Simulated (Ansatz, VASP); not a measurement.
## Two plane-wave programs on KTaO3

```
K Ta O
1.0
     4.02437    0.00000    0.00000
     0.00000    4.02437    0.00000
     0.00000    0.00000    4.02437
K Ta O
1 1 3
Direct
  0.00000 0.00000 0.00000
  0.50000 0.50000 0.50000
  0.50000 0.50000 0.00000
  0.50000 0.00000 0.50000
  0.00000 0.50000 0.50000
```

Alike in both runs: task single point; functional PBE; k mesh 8 × 8 × 8; occupations gaussian, width 0.02 eV; non-collinear spin, spin-orbit coupling.

```csv
,VASP,Ansatz
version,VASP 6.6.1,Ansatz 0.2.0
potentials or method,"VASP PAW PBE potentials, release 64 (K_sv, Ta_pv, O), cutoff 600 eV","plane waves, PAW"
valence electrons in the cell,38,40
```

|  | VASP | Ansatz | Ansatz less VASP |
| --- | --- | --- | --- |
| pressure (GPa) | 0.6 | -0.2 | -0.79 |
| net moment per atom (μB) | 0.00 | 0.00 | 0.000 |

VASP's potentials hold 38 valence electrons a cell and Ansatz's 40, so a difference there can come from the potentials and not from the codes.
